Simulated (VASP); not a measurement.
# V (Im-3m) in VASP: notebook

V is run at these levels: PBE, HSE06; tasks: single point.

All numbers are computed with VASP 6.6.1; they aren't measurements. Logs are shortened: lines on timing, memory, paths and dates and some standing lists are left out, and cuts for length are marked.

### 1 The cell of the first run

It takes space group Im-3m (No. 229, cubic). Conventional cell: a = 2.996 Å, b = 2.996 Å, c = 2.996 Å, α = 90.00°, β = 90.00°, γ = 90.00°. Within 3.4 Å of V (site symmetry m-3m) lie 14 V at 2.59 to 3.00 Å.

### 2 Single point, PBE, collinear spin, ferromagnetic start

Contents of INCAR:

```
SYSTEM = V
PREC = Accurate
ENCUT = 500
EDIFF = 1E-6
ISMEAR = -1
SIGMA = 0.1
LREAL = .FALSE.
LASPH = .TRUE.
NELM = 200
ALGO = Normal
ISIF = 2
LWAVE = .FALSE.
LCHARG = .FALSE.
ISPIN = 2
MAGMOM = 1
LORBIT = 11
LMAXMIX = 4
GGA = PE
NBANDS = 16
GGA_COMPAT = .FALSE.
```

Contents of KPOINTS:

```
regular mesh
0
G
  8 8 8
  0 0 0
```

Contents of POSCAR:

```
V
1.0
   -1.4980751061      1.4980751061      1.4980751061
    1.4980751061     -1.4980751061      1.4980751061
    1.4980751061      1.4980751061     -1.4980751061
V
1
Direct
    0.0000000000      0.0000000000      0.0000000000
```

Potentials or basis: VASP PAW PBE potentials, release 64 (V_sv).

The run is started by

```
$ cat potpaw_PBE.64/V_sv/POTCAR > POTCAR
$ mpirun -np 1 vasp_std > vasp.out
```

OUTCAR:

```text
SYSTEM = V
   PREC = Accurate
   ENCUT = 500
   EDIFF = 1E-6
   ISMEAR = -1
   LREAL = .FALSE.
   LASPH = .TRUE.
   NELM = 200
   ISIF = 2
   ISPIN = 2
   LORBIT = 11
   GGA = PE

 ion  position               nearest neighbor table
   1  0.000  0.000  0.000-

  LATTYP: Found a body centered cubic cell.
 ALAT       =     2.9961502122

  Lattice vectors:

 A1 = (  -1.4980751061,   1.4980751061,   1.4980751061)
 A2 = (   1.4980751061,  -1.4980751061,   1.4980751061)
 A3 = (   1.4980751061,   1.4980751061,  -1.4980751061)

Analysis of symmetry for initial positions (statically):
=====================================================================
 Subroutine PRICEL returns:
 Original cell was already a primitive cell.

 Routine SETGRP: Setting up the symmetry group for a
 body centered cubic supercell.

 Subroutine GETGRP returns: Found 48 space group operations
 (whereof 48 operations were pure point group operations)
 out of a pool of 48 trial point group operations.

The static configuration has the point symmetry O_h .

Analysis of symmetry for dynamics (positions and initial velocities):
=====================================================================
 Subroutine PRICEL returns:
 Original cell was already a primitive cell.

 Routine SETGRP: Setting up the symmetry group for a
 body centered cubic supercell.

 Subroutine GETGRP returns: Found 48 space group operations
 (whereof 48 operations were pure point group operations)
 out of a pool of 48 trial point group operations.

The dynamic configuration has the point symmetry O_h .

Analysis of structural, dynamic, and magnetic symmetry:
=====================================================================
 Subroutine PRICEL returns:
 Original cell was already a primitive cell.

 Routine SETGRP: Setting up the symmetry group for a
 body centered cubic supercell.

 Subroutine GETGRP returns: Found 48 space group operations
 (whereof 48 operations were pure point group operations)
 out of a pool of 48 trial point group operations.

The overall configuration has the point symmetry O_h .

 Subroutine INISYM returns: Found 48 space group operations
 (whereof 48 operations are pure point group operations),
 and found     1 'primitive' translations

----------------------------------------------------------------------------------------

                                     Primitive cell

  volume of cell :      13.4481

  direct lattice vectors                    reciprocal lattice vectors
    -1.498075106  1.498075106  1.498075106     0.000000000  0.333761637  0.333761637
     1.498075106 -1.498075106  1.498075106     0.333761637  0.000000000  0.333761637
     1.498075106  1.498075106 -1.498075106     0.333761637  0.333761637  0.000000000

  length of vectors
     2.594742197  2.594742197  2.594742197     0.472010234  0.472010234  0.472010234

  position of ions in fractional coordinates (direct lattice)
     0.000000000  0.000000000  0.000000000

  ion indices of the primitive-cell ions
   primitive index   ion index
                 1           1

----------------------------------------------------------------------------------------

 KPOINTS: regular mesh

Automatic generation of k-mesh.
 Grid dimensions read from file:
 generate k-points for:    8    8    8

 Generating k-lattice:

  Cartesian coordinates                     Fractional coordinates (reciprocal lattice)
     0.000000000  0.041720205  0.041720205     0.125000000  0.000000000  0.000000000
     0.041720205  0.000000000  0.041720205     0.000000000  0.125000000  0.000000000
     0.041720205  0.041720205  0.000000000     0.000000000  0.000000000  0.125000000

  Length of vectors
     0.059001279  0.059001279  0.059001279

  Shift w.r.t. Gamma in fractional coordinates (k-lattice)
     0.000000000  0.000000000  0.000000000

 Subroutine IBZKPT returns following result:
 ===========================================

 Found     29 irreducible k-points:

 Following reciprocal coordinates:
            Coordinates               Weight
  0.000000  0.000000  0.000000      1.000000
  0.125000  0.000000  0.000000     12.000000
  0.250000  0.000000  0.000000     12.000000
  0.375000  0.000000  0.000000     12.000000
  0.500000  0.000000  0.000000      6.000000
  0.125000  0.125000  0.000000     24.000000
[... 16 lines left out ...]
 -0.250000  0.250000  0.250000      6.000000
 -0.375000  0.375000  0.250000     24.000000
 [... further k-points ...]
   k-points           NKPTS =     29   k-points in BZ     NKDIM =     29   number of bands    NBANDS=     16
   number of dos      NEDOS =    301   number of ions     NIONS =      1
   total plane-waves  NPLWV =   8000
   dimension x,y,z NGX =    20 NGY =   20 NGZ =   20
   dimension x,y,z NGXF=    40 NGYF=   40 NGZF=   40
   ions per type =               1
   NGX,Y,Z   is equivalent  to a cutoff of  12.81, 12.81, 12.81 a.u.
   NGXF,Y,Z  is equivalent  to a cutoff of  25.63, 25.63, 25.63 a.u.
 SYSTEM =  V
   PREC   = accura    normal or accurate (medium, high low for compatibility)
   ISTART =      0    job   : 0-new  1-cont  2-samecut
   ICHARG =      2    charge: 1-file 2-atom 10-const
   ISPIN  =      2    spin polarized calculation?
   LNONCOLLINEAR =      F non collinear calculations
   LSORBIT =      F    spin-orbit coupling
   LASPH  =      T    aspherical Exc in radial PAW
   ENCUT  =  500.0 eV  36.75 Ry    6.06 a.u.   4.73  4.73  4.73*2*pi/ulx,y,z
   NELM   =    200;   NELMIN=  2; NELMDL= -5     # of ELM steps
   EDIFF  = 0.1E-05   stopping-criterion for ELM
   LREAL  =      F    real-space projection
   EDIFFG = 0.1E-04   stopping-criterion for IOM
   NSW    =      0    number of steps for IOM
   IBRION =     -1    ionic relax: 0-MD 1-quasi-New 2-CG
   NFREE  =      0    steps in history (QN), initial steepest desc. (CG)
   ISIF   =      2    stress and relaxation
   ISYM   =      2    0-nonsym 1-usesym 2-fastsym
   POTIM  = 0.5000    time-step for ionic-motion
   TEBEG  =    0.0;   TEEND  =   0.0 temperature during run
   PSTRESS=    0.0 pullay stress
   NELECT =      13.0000    total number of electrons
   NUPDOWN=      -1.0000    fix difference up-down
   EMIN   =  10.00;   EMAX   =-10.00  energy-range for DOS
   EFERMI =   0.00;   METHOD = LEGACY
   ISMEAR =    -1;   SIGMA  =   0.10  broadening in eV -4-tet -1-fermi 0-gaus
   EFERMI_NEDOS =   21; number of points for ismear=-14 and -15
   IALGO  =     38    algorithm
   IMIX   =      4    mixing-type and parameters
     AMIX     =   0.40;   BMIX     =  1.00
     AMIX_MAG =   1.60;   BMIX_MAG =  1.00
  volume/ion in A,a.u.               =      13.45        90.75
  Fermi-wavevector in a.u.,A,eV,Ry     =   1.618710  3.058918 35.650282  2.620222
  Thomas-Fermi vector in A             =   2.712929
   LORBIT       =     11    0 simple, 1 ext, 2 COOP (PROOUT), +10 PAW based schemes
   GGA     = PE    functional components
   LHFCALC =     F    Hartree Fock is set to
   AEXX    =    0.0000 exact exchange contribution
   IVDW    =     0    specifies the selected vdW correction
   LEPSILON=     F    determine dielectric tensor
   LRPA    =     F    only Hartree local field effects (RPA)
 spin polarized calculation
  energy-cutoff  :      500.00
  volume of cell :       13.45
 maximum number of plane-waves:       370
   NGX =  9   NGY =  9   NGZ =  9

 number of electron      12.9999990 magnetization      -0.0094329

 number of electron      12.9999990 magnetization       0.0007955

 Free energy of the ion-electron system (eV)
  ---------------------------------------------------
  ext. energy  EPLUGINS =         0.00000000
  ---------------------------------------------------
  free energy    TOTEN  =        -9.03262181 eV

  energy without entropy =       -8.98096938  energy(sigma->0) =       -9.00679560

 E-fermi :   9.7654     XC(G=0): -12.9083

 val. band max:        9.7624054063   @ k =  -0.2500   0.2500   0.1250
 cond. band min:       9.7680725958   @ k =   0.5000   0.5000   0.1250
 fundamental gap:      0.0056671895
 Fermi energy:         9.7654060220

 spin component 1

 k-point     1 :       0.0000    0.0000    0.0000
  band No.  band energies     occupation
      1     -53.9509      1.00000
      2     -27.2509      1.00000
      3     -27.2509      1.00000
      4     -27.2509      1.00000
      5       3.1380      1.00000
      6      10.1660      0.01788
[... 8 lines left out ...]
     15      37.2892      0.00000
     16      41.5770      0.00000

 k-point     2 :       0.1250    0.0000    0.0000
  band No.  band energies     occupation
      1     -53.9222      1.00000
      2     -27.3890      1.00000
      3     -27.2932      1.00000
      4     -27.2521      1.00000
      5       3.7544      1.00000
      6       9.9101      0.19043
[... 8 lines left out ...]
     15      37.7004      0.00000
     16      37.8816      0.00000

 k-point     3 :       0.2500    0.0000    0.0000
  band No.  band energies     occupation
      1     -53.8521      1.00000
      2     -27.7140      1.00000
      3     -27.3939      1.00000
      4     -27.2545      1.00000
      5       5.2881      1.00000
      6       9.3385      0.98619
[... 8 lines left out ...]
     15      36.2687      0.00000
     16      37.0451      0.00000
[... 362 lines left out ...]
 k-point    23 :      -0.2500    0.2500    0.2500
  band No.  band energies     occupation
      1     -53.7683      1.00000
      2     -27.7323      1.00000
      3     -27.5505      1.00000
      4     -27.5505      1.00000
      5       6.8262      1.00000
      6       9.1831      0.99705
[... 8 lines left out ...]
     15      40.2920      0.00000
     16      40.2920      0.00000

 k-point    24 :      -0.3750    0.3750    0.2500
  band No.  band energies     occupation
      1     -53.7084      1.00000
      2     -27.9186      1.00000
      3     -27.6590      1.00000
      4     -27.5780      1.00000
      5       7.5155      1.00000
      6       8.2633      1.00000
[... 8 lines left out ...]
     15      39.4167      0.00000
     16      39.5115      0.00000

 [... further k-points ...]

 spin component 2

 k-point     1 :       0.0000    0.0000    0.0000
  band No.  band energies     occupation
      1     -53.9502      1.00000
      2     -27.2502      1.00000
      3     -27.2502      1.00000
      4     -27.2502      1.00000
      5       3.1384      1.00000
      6      10.1668      0.01774
[... 8 lines left out ...]
     15      37.2893      0.00000
     16      41.5779      0.00000

 k-point     2 :       0.1250    0.0000    0.0000
  band No.  band energies     occupation
      1     -53.9215      1.00000
      2     -27.3883      1.00000
      3     -27.2925      1.00000
      4     -27.2514      1.00000
      5       3.7548      1.00000
      6       9.9109      0.18921
[... 8 lines left out ...]
     15      37.7009      0.00000
     16      37.8823      0.00000

 k-point     3 :       0.2500    0.0000    0.0000
  band No.  band energies     occupation
      1     -53.8514      1.00000
      2     -27.7133      1.00000
      3     -27.3932      1.00000
      4     -27.2538      1.00000
      5       5.2885      1.00000
      6       9.3393      0.98609
[... 8 lines left out ...]
     15      36.2693      0.00000
     16      37.0454      0.00000
[... 362 lines left out ...]
 k-point    23 :      -0.2500    0.2500    0.2500
  band No.  band energies     occupation
      1     -53.7675      1.00000
      2     -27.7316      1.00000
      3     -27.5497      1.00000
      4     -27.5497      1.00000
      5       6.8266      1.00000
      6       9.1834      0.99704
[... 8 lines left out ...]
     15      40.2924      0.00000
     16      40.2924      0.00000

 k-point    24 :      -0.3750    0.3750    0.2500
  band No.  band energies     occupation
      1     -53.7076      1.00000
      2     -27.9179      1.00000
      3     -27.6583      1.00000
      4     -27.5773      1.00000
      5       7.5159      1.00000
      6       8.2637      1.00000
[... 8 lines left out ...]
     15      39.4170      0.00000
     16      39.5123      0.00000

 [... further k-points ...]

------------------------ aborting loop because EDIFF is reached ----------------------------------------

  FORCE on cell =-STRESS in cart. coord.  units (eV):
  Direction    XX          YY          ZZ          XY          YZ          ZX
  --------------------------------------------------------------------------------------
  -------------------------------------------------------------------------------------
  Total       -0.0356107     -0.0356107     -0.0356107      0.0000000     -0.0000000      0.0000000
  in kB       -4.2425868     -4.2425868     -4.2425868      0.0000000     -0.0000000      0.0000000
  external PRESSURE =      -4.2425868 kB  Pullay stress =       0.0000000 kB

 VOLUME and BASIS-vectors are now :
 -----------------------------------------------------------------------------
  energy-cutoff  :      500.00
  volume of cell :       13.45
      direct lattice vectors                 reciprocal lattice vectors
    -1.498075106  1.498075106  1.498075106     0.000000000  0.333761637  0.333761637
     1.498075106 -1.498075106  1.498075106     0.333761637  0.000000000  0.333761637
     1.498075106  1.498075106 -1.498075106     0.333761637  0.333761637  0.000000000

 POSITION                                       TOTAL-FORCE (eV/Angst)
 -----------------------------------------------------------------------------------
      0.00000      0.00000      0.00000        -0.000000     -0.000000      0.000000
 -----------------------------------------------------------------------------------
    total drift:                                0.000000      0.000000      0.000000

  FREE ENERGIE OF THE ION-ELECTRON SYSTEM (eV)
  ---------------------------------------------------
  free  energy   TOTEN  =        -9.0326218117 eV

  energy  without entropy=       -8.9809693798  energy(sigma->0) =       -9.00679560

 total charge

# of ion       s       p       d       tot
------------------------------------------
    1        2.342   6.216   3.104  11.661

 magnetization (x)

# of ion       s       p       d       tot
------------------------------------------
    1        0.000   0.000   0.000   0.000
```

Run time: 22 s. Hardware: 1 thread of Intel Xeon 8259CL, shared host; peak memory 0.13 GiB.

Results:

```yaml
Free_energy: -9.0326 eV
Pressure: -0.4 GPa
Net_moment: 0.00 μB per cell
Valence_electrons_inside_the_program's_atomic_spheres: V 11.66
```

Caveat: the k points lie up to 0.37 Å⁻¹ apart.

### 3 Single point, HSE06

This run uses another cell than the first one, of 13.48 Å³/atom.

Contents of POSCAR:

```
V
1.0
   -1.4991761208      1.4991761208      1.4991761208
    1.4991761208     -1.4991761208      1.4991761208
    1.4991761208      1.4991761208     -1.4991761208
V
1
Direct
    0.0000000000      0.0000000000      0.0000000000
```

Contents of INCAR.step1:

```
SYSTEM = V
PREC     = Accurate       ! precision mode
ENCUT    = 400            ! plane-wave cutoff, eV
EDIFF    = 1E-5           ! SCF threshold, eV
ISMEAR   = -1             ! smearing method
SIGMA    = 0.1            ! smearing width, eV
LREAL    = .FALSE.        ! projectors in reciprocal space
LASPH    = .TRUE.         ! aspherical terms in the spheres
NELM     = 120            ! most SCF steps
ALGO     = Normal         ! electronic algorithm
ISIF     = 2              ! what is computed and relaxed
LWAVE    = .TRUE.         ! write WAVECAR
LCHARG   = .FALSE.        ! write CHGCAR
NBANDS   = 12             ! bands
GGA      = PE             ! functional
GGA_COMPAT= .FALSE.
```

Contents of INCAR.step2:

```
SYSTEM = V
PREC     = Accurate       ! precision mode
ENCUT    = 400            ! plane-wave cutoff, eV
EDIFF    = 1E-6           ! SCF threshold, eV
ISMEAR   = -1             ! smearing method
SIGMA    = 0.1            ! smearing width, eV
LREAL    = .FALSE.        ! projectors in reciprocal space
LASPH    = .TRUE.         ! aspherical terms in the spheres
NELM     = 120            ! most SCF steps
ALGO     = Normal         ! electronic algorithm
ISIF     = 2              ! what is computed and relaxed
LWAVE    = .FALSE.        ! write WAVECAR
LCHARG   = .FALSE.        ! write CHGCAR
GGA      = PE             ! functional
LHFCALC  = .TRUE.         ! exact exchange
HFSCREEN = 0.2079         ! screening, 1/A
PRECFOCK = Normal       
NBANDS   = 12             ! bands
ISTART   = 1            
GGA_COMPAT= .FALSE.
```

Contents of KPOINTS:

```
Automatic mesh
0
G
  8 8 8
  0 0 0
```

Potentials or basis: VASP PAW PBE potentials, release 64 (V_sv).

The run is started by

```
$ cat potpaw_PBE.64/V_sv/POTCAR > POTCAR
$ cp INCAR.step1 INCAR
$ mpirun -np 1 vasp_std > vasp.out
$ cp INCAR.step2 INCAR
$ mpirun -np 1 vasp_std > vasp.out
```

Wall time 23 min (1 thread of Intel Xeon Platinum 8259CL at 2.50GHz (Skylake/Cascade Lake), shared host); peak memory 0.22 GiB.

The run converged. Its results:

```
Free energy            : -10.8754 eV
Pressure               : -8.1 GPa
Band gap on the k mesh : zero (an odd number of electrons rules out a gap without spin polarisation)
```

Levels at points of the mesh, in eV from the Fermi level:
| k point | band 2 | band 3 | band 4 | band 5 | band 6 | band 7 | band 8 | band 9 | band 10 | band 11 |
| --- | --- | --- | --- | --- | --- | --- | --- | --- | --- | --- |
| (0.00, 0.00, 0.00) | -40.42 | -40.42 | -40.42 | -7.79 | 0.72 | 0.72 | 0.72 | 3.42 | 3.42 | 21.55 |
| (0.50, 0.00, 0.00) | -41.43 | -40.72 | -40.42 | -3.88 | -1.53 | 1.50 | 3.31 | 3.73 | 4.93 | 11.28 |
| (0.50, 0.50, 0.50) | -41.08 | -41.08 | -41.08 | -3.54 | -3.54 | 4.52 | 4.52 | 4.52 | 10.95 | 10.95 |

Caveat: the k points lie up to 0.37 Å⁻¹ apart, too coarse for converged energies and pressures of a metal; the PAW data sets were made with another functional, which shifts forces and pressure a little.
